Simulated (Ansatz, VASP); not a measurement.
**SnO2 in VASP and in Ansatz**

Contents of INCAR:

```
PREC = Accurate ; ENCUT = 520
EDIFF = 1E-6 ; ISMEAR = 0
SIGMA = 0.05 ; LREAL = False
LASPH = True ; NELM = 60
ALGO = Normal ; ISIF = 2
LWAVE = False ; LCHARG = False
GGA = PE ; NBANDS = 35
```

The input KPOINTS:

```
regular mesh
0
Gamma
  6 6 8
```

The input POSCAR:

```
SnO2
1.0
    4.8539386023      0.0000000000      0.0000000000
    0.0000000000      4.8539523402      0.0000000000
    0.0000000000      0.0000000000      3.2031140837
Sn O
2 4
Direct
    0.5000000000      0.5000000000      0.5000000000
    0.0000000000      0.0000000000      0.0000000000
    0.3212190046      0.3212768970      0.0000000000
    0.8212190046      0.1787231030      0.5000000000
    0.1787809954      0.8212768970      0.5000000000
    0.6787809954      0.6787231030      0.0000000000
```

Input for Ansatz:

```yaml
crystal:
  lattice:
    - [4.8539386023, 0.0, 0.0]
    - [0.0, 4.8539523402, 0.0]
    - [0.0, 0.0, 3.2031140837]
  atoms:
    - { symbol: Sn, position: [0.5, 0.5, 0.5] }
    - { symbol: Sn, position: [0.0, 0.0, 0.0] }
    - { symbol: O, position: [0.3212190046, 0.321276897, 0.0] }
    - { symbol: O, position: [0.8212190046, 0.178723103, 0.5] }
    - { symbol: O, position: [0.1787809954, 0.821276897, 0.5] }
    - { symbol: O, position: [0.6787809954, 0.678723103, 0.0] }
basis:
  ecutwfc: 520.0
kpoints:
  mp_grid: { grid: [6, 6, 8] }
hamiltonian:
  xc: pbe
  pseudopotentials: { kind: paw, azcp: { folder: soft_1 } }
scf:
  occupations: { method: gaussian, width: 0.05 }
output:
  forces: true
  stress: true
  eigenvalues: true
```

Alike in both runs: task single point; functional PBE; k mesh 6 × 6 × 8; occupations gaussian, width 0.05 eV; no spin polarisation.

```csv
,VASP,Ansatz
version,VASP 6.6.1,Ansatz 0.2.0
potentials or method,"VASP PAW PBE potentials, release 64 (Sn_d, O), cutoff 520 eV","scalar-relativistic, plane waves, PAW"
valence electrons in the cell,52,52
```

|  | VASP | Ansatz | Ansatz less VASP |
| --- | --- | --- | --- |
| gap on the k mesh at the Fermi level (eV) | 1.08 | 1.10 | +0.013 |
| least direct gap on the mesh (eV) | 1.08 | 1.10 | +0.013 |
| pressure (GPa) | 7.4 | 6.7 | -0.66 |
| traceless stress, the component that is largest in VASP (GPa) | 4.77 | 4.24 | -0.526 |
| rms of the force components (eV/Å) | 1.092 | 1.066 | -0.0268 |

Atom by atom the forces differ by 0.027 eV/Å (rms over components). With one functional, cell and mesh, what is left measures potentials, basis and numerics.
